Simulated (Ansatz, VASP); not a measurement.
**SnSe in VASP and in Ansatz**

```
CELL_PARAMETERS angstrom
-0.06020 2.97990 2.97990
2.97990 -0.06020 2.97990
2.97990 2.97990 -0.06020
ATOMIC_POSITIONS crystal
Sn 0.00000 0.00000 0.00000
Se 0.50000 0.50000 0.50000
```

Change from the starting cell: equal xy, yz and zx shear strains of -2 %.

Alike in both runs: task single point; functional PBE; k mesh 9 × 9 × 9; occupations fermi-dirac, width 0.02 eV; no spin polarisation.

|  | VASP | Ansatz |
| --- | --- | --- |
| version | VASP 6.6.1 | Ansatz 0.2.0 |
| potentials or method | VASP PAW PBE potentials, release 64 (Sn_d, Se), cutoff 520 eV | all-electron LAPW, scalar-relativistic |

|  | VASP | Ansatz | Ansatz less VASP |
| --- | --- | --- | --- |
| pressure (GPa) | 1.0 | 1.0 | +0.01 |
| traceless stress, the component that is largest in VASP (GPa) | 0.36 | 0.36 | 0.000 |

Ansatz ran all-electron here, and VASP with PAW potentials.
